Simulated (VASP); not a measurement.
# TaN in VASP: a series of runs, part 3 of 3

VASP 6.6.1. Earlier steps stand in the parts before.

### 5 Electric field gradients, PBEsol (equal xy, yz and zx shear strains of +2 %)

INCAR

```
PREC     = Accurate       # precision mode
ENCUT    = 520            # plane-wave cutoff, eV
EDIFF    = 1E-8           # SCF threshold, eV
ISMEAR   = -1             # smearing method
SIGMA    = 0.02           # smearing width, eV
LREAL    = F              # projectors in reciprocal space
LASPH    = T              # aspherical terms in the spheres
NELM     = 100            # most SCF steps
ALGO     = Normal         # electronic algorithm
ISIF     = 2              # what is computed and relaxed
LWAVE    = F              # write WAVECAR
LCHARG   = F              # write CHGCAR
GGA      = PS             # functional
LEFG     = T            
NBANDS   = 15             # bands
```

KPOINTS

```
Automatic mesh
0
Gamma
  12 12 10
```

POSCAR

```
TaN
1.0
    2.9379988584      0.0293799886      0.0293799886
   -1.4435556127      2.5296916534      0.0107538222
    0.0288300000      0.0288300000      2.8830000000
Ta N
1 1
Direct
    0.3333333333      0.6666666667      0.5000000000
    0.0000000000      0.0000000000      0.0000000000
```

Potentials or basis: VASP PAW PBE potentials, release 64 (Ta_pv, N).

Run with:

```bash
$ cat potpaw_PBE.64/Ta_pv/POTCAR potpaw_PBE.64/N/POTCAR > POTCAR
$ mpirun -np 1 vasp_std > vasp.out
```

OUTCAR:

```text
PREC = Accurate
   ENCUT = 520
   EDIFF = 1E-8
   ISMEAR = -1
   LREAL = F
   LASPH = T
   NELM = 100
   ISIF = 2
   GGA = PS

 ion  position               nearest neighbor table
   1  0.333  0.667  0.500-   2 2.20   2 2.21   2 2.21   2 2.22   2 2.25   2 2.27
   2  0.000  0.000  0.000-   1 2.20   1 2.21   1 2.21   1 2.22   1 2.25   1 2.27

  LATTYP: Found a triclinic cell.
 ALAT       =     5.0892721463
 B/A-ratio  =     0.5723042227
 C/A-ratio  =     0.5665423665
 COS(alpha) =     0.0074204947
 COS(beta)  =     0.0200959808
 COS(gamma) =     0.8635246262

  Lattice vectors:

 A1 = (   0.0508876330,   5.0887632954,   0.0508876330)
 A2 = (  -1.4435556127,   2.5296916534,   0.0107538222)
 A3 = (   0.0288300000,   0.0288300000,   2.8830000000)

Analysis of symmetry for initial positions (statically):
=====================================================================
 Subroutine PRICEL returns:
 Original cell was already a primitive cell.

 Routine SETGRP: Setting up the symmetry group for a
 triclinic supercell.

 Subroutine GETGRP returns: Found  1 space group operations
 (whereof  1 operations were pure point group operations)
 out of a pool of  2 trial point group operations.

The static configuration has the point symmetry C_1 .

Analysis of symmetry for dynamics (positions and initial velocities):
=====================================================================
 Subroutine PRICEL returns:
 Original cell was already a primitive cell.

 Routine SETGRP: Setting up the symmetry group for a
 triclinic supercell.

 Subroutine GETGRP returns: Found  1 space group operations
 (whereof  1 operations were pure point group operations)
 out of a pool of  2 trial point group operations.

The dynamic configuration has the point symmetry C_1 .

 Subroutine INISYM returns: Found  1 space group operations
 (whereof  1 operations are pure point group operations),
 and found     1 'primitive' translations

----------------------------------------------------------------------------------------

                                     Primitive cell

  volume of cell :      21.5451

  direct lattice vectors                    reciprocal lattice vectors
     2.937998858  0.029379989  0.029379989     0.338489099  0.193179676 -0.005316688
    -1.443555613  2.529691653  0.010753822    -0.003892086  0.393100642 -0.003892086
     0.028830000  0.028830000  2.883000000    -0.003434947 -0.003434947  0.346929608

  length of vectors
     2.938292644  2.912611940  2.883288286     0.389771118  0.393139176  0.346963615

  position of ions in fractional coordinates (direct lattice)
     0.333333333  0.666666667  0.500000000
     0.000000000  0.000000000  0.000000000

  ion indices of the primitive-cell ions
   primitive index   ion index
                 1           1
                 2           2

----------------------------------------------------------------------------------------

 KPOINTS: Automatic mesh

[... 79 lines left out ...]
   NUPDOWN=      -1.0000    fix difference up-down
   EMIN   =  10.00;   EMAX   =-10.00  energy-range for DOS
   EFERMI =   0.00;   METHOD = LEGACY
   ISMEAR =    -1;   SIGMA  =   0.02  broadening in eV -4-tet -1-fermi 0-gaus
   EFERMI_NEDOS =   21; number of points for ismear=-14 and -15
   IALGO  =     38    algorithm
   IMIX   =      4    mixing-type and parameters
     AMIX     =   0.40;   BMIX     =  1.00
     AMIX_MAG =   1.60;   BMIX_MAG =  1.00
  volume/ion in A,a.u.               =      10.77        72.70
  Fermi-wavevector in a.u.,A,eV,Ry     =   1.482513  2.801543 29.903488  2.197844
  Thomas-Fermi vector in A             =   2.596290
   LORBIT       =      0    0 simple, 1 ext, 2 COOP (PROOUT), +10 PAW based schemes
   GGA     = PS    functional components
   LHFCALC =     F    Hartree Fock is set to
   AEXX    =    0.0000 exact exchange contribution
   IVDW    =     0    specifies the selected vdW correction
   LEPSILON=     F    determine dielectric tensor
   LRPA    =     F    only Hartree local field effects (RPA)
 non-spin polarized calculation
  energy-cutoff  :      520.00
  volume of cell :       21.55
 maximum number of plane-waves:       598
 NGX is ok and might be reduce to    24
   NGX = 11   NGY = 11   NGZ = 11

 number of electron      16.0000000 magnetization

 Free energy of the ion-electron system (eV)
  ---------------------------------------------------
  ext. energy  EPLUGINS =         0.00000000
  ---------------------------------------------------
  free energy    TOTEN  =       -23.78479897 eV

  energy without entropy =      -23.78470747  energy(sigma->0) =      -23.78475322

 E-fermi :   8.1347     XC(G=0): -13.5062

 val. band max:        8.1203217343   @ k =   0.0833  -0.0833   0.4000
 cond. band min:       8.1461667754   @ k =  -0.0833   0.0833   0.4000
 fundamental gap:      0.0258450411
 Fermi energy:         8.1346901994

 k-point     1 :       0.0000    0.0000    0.0000
  band No.  band energies     occupation
      1     -26.6827      2.00000
      2     -26.4371      2.00000
      3     -26.3921      2.00000
      4      -9.6435      2.00000
      5       3.3967      2.00000
      6       3.6416      2.00000
      7       3.8902      2.00000
      8       5.1863      2.00000
      9      10.2674      0.00000
     10      11.4879      0.00000
     11      11.7034      0.00000
     12      12.1746      0.00000
     13      12.2347      0.00000
     14      21.1229      0.00000
[... 401 lines left out ...]
      2     -26.7749      2.00000
      3     -26.5432      2.00000
      4      -7.3182      2.00000
      5       0.1896      2.00000
      6       3.0025      2.00000
      7       3.4535      2.00000
      8       6.4325      2.00000
      9       9.9443      0.00000
     10      10.2590      0.00000
     11      12.4617      0.00000
     12      14.7291      0.00000
     13      17.1331      0.00000
     14      20.8677      0.00000
     15      21.5201      0.00000

 [... further k-points ...]
[... 5 lines left out ...]
  --------------------------------------------------------------------------------------
  -------------------------------------------------------------------------------------
  Total       -0.5186933     -0.4568995     -0.4987038     -0.5667620     -0.6355286     -0.6366396
  in kB      -38.5719997    -33.9767741    -37.0854999    -42.1465715    -47.2603144    -47.3429350
  external PRESSURE =     -36.5447579 kB  Pullay stress =       0.0000000 kB

 VOLUME and BASIS-vectors are now :
 -----------------------------------------------------------------------------
  energy-cutoff  :      520.00
  volume of cell :       21.55
      direct lattice vectors                 reciprocal lattice vectors
     2.937998858  0.029379989  0.029379989     0.338489099  0.193179676 -0.005316688
    -1.443555613  2.529691653  0.010753822    -0.003892086  0.393100642 -0.003892086
     0.028830000  0.028830000  2.883000000    -0.003434947 -0.003434947  0.346929608

 POSITION                                       TOTAL-FORCE (eV/Angst)
 -----------------------------------------------------------------------------------
      0.03138      1.71067      1.45846         0.013492     -0.001827     -0.020587
      0.00000      0.00000      0.00000        -0.013492      0.001827      0.020587
 -----------------------------------------------------------------------------------
    total drift:                                0.000218      0.000064      0.000023

  FREE ENERGIE OF THE ION-ELECTRON SYSTEM (eV)
  ---------------------------------------------------
  free  energy   TOTEN  =       -23.7847989659 eV

  energy  without entropy=      -23.7847074655  energy(sigma->0) =      -23.78475322

 Electric field gradients (V/A^2)
---------------------------------------------------------------------
 ion       V_xx      V_yy      V_zz      V_xy      V_xz      V_yz
---------------------------------------------------------------------
   1      -9.586    -9.312    18.898    24.650    44.588    44.660
   2      -0.186    -0.236     0.422     1.804     2.457     2.457
---------------------------------------------------------------------

 Electric field gradients after diagonalization (V/A^2)
 (convention: |V_zz| > |V_xx| > |V_yy|)
----------------------------------------------------------------------
 ion       V_xx      V_yy      V_zz     asymmetry (V_yy - V_xx)/ V_zz
----------------------------------------------------------------------
   1     -46.086   -34.099    80.185       0.149
   2      -2.517    -2.014     4.531       0.111
----------------------------------------------------------------------

           NMR quadrupolar parameters

 Cq : quadrupolar parameter    Cq=e*Q*V_zz/h
 eta: asymmetry parameters     (V_yy - V_xx)/ V_zz
 Q  : nuclear electric quadrupole moment in mb (millibarn)
----------------------------------------------------------------------
 ion       Cq(MHz)       eta       Q (mb)
----------------------------------------------------------------------
   1       0.194       0.149       1.000
   2       0.011       0.111       1.000
----------------------------------------------------------------------
```

Run time: 4.4 min. Hardware: 1 thread of Intel Xeon 8259CL, shared host; peak memory 0.35 GiB.

What came out:

```yaml
Free_energy: -23.7848 eV
Pressure: -3.7 GPa
Largest_force: 0.025 eV/Å
Band_gap_on_the_k_mesh: zero (bands 8 and 9 overlap by 0.26 eV)
Largest_electric_field_gradient_by_atom: Ta +80.2; N +4.5 V/Å²
```

Forces on the atoms (eV/Å):
```
Ta   0.013 -0.002 -0.021
N   -0.013  0.002  0.021
```

Stress tensor (GPa, compression positive):
```
-3.86 -4.21 -4.73
-4.21 -3.40 -4.73
-4.73 -4.73 -3.71
```

Electric field gradients, principal values (V/Å²):
```
atom    least   middle  greatest (by size)
1 Ta  -34.099  -46.086              80.185
 2 N   -2.014   -2.517               4.531
```

Caveat: the cell differs from its parent crystal (equal xy, yz and zx shear strains of +2 %); the cell stands under tension; without QUAD_EFG the Cq values of the log hold for a quadrupole moment of 1 mb, not for the nuclei; the PAW data sets were made with another functional, which shifts forces and pressure a little; spin-orbit coupling is left out, which moves the levels of the heavy elements.

### 6 The runs side by side

```csv
potentials or basis,cell,gap on the mesh (eV),pressure (GPa),largest force (eV/Å)
"VASP PAW PBE potentials, release 64 (Ta_sv_GW, N)","a = 2.996, b = 2.996, c = 2.940 Å, angles 90.0, 90.0, 120.0°, 2 atoms",none,-22.7,-
"VASP PAW PBE potentials, release 64 (Ta_pv, N)","a = 2.939, b = 2.976, c = 2.884 Å, angles 90.6, 91.7, 121.3°, 2 atoms",none,-3.1,0.11
"VASP PAW PBE potentials, release 64 (Ta_pv, N)","a = 2.938, b = 2.951, c = 2.883 Å, angles 90.2, 90.6, 120.4°, 2 atoms",none,-4.0,0.02
"VASP PAW PBE potentials, release 64 (Ta_pv, N)","a = 2.938, b = 2.913, c = 2.883 Å, angles 89.6, 88.8, 119.1°, 2 atoms",none,-3.7,0.02
```

Alike in all rows: task electric field gradients; level PBEsol; no spin polarisation; k mesh 12 × 12 × 10; cutoff (eV) 520; smearing fermi-dirac 0.02 eV.

Caveats: the cell stands under tension; the PAW data sets were made with another functional, which shifts forces and pressure a little; spin-orbit coupling is left out, which moves the levels of the heavy elements.

Absolute energies hang on the potentials; compare differences alone.

The gap in the log of VASP goes by the Fermi energy; the results here count the filled bands.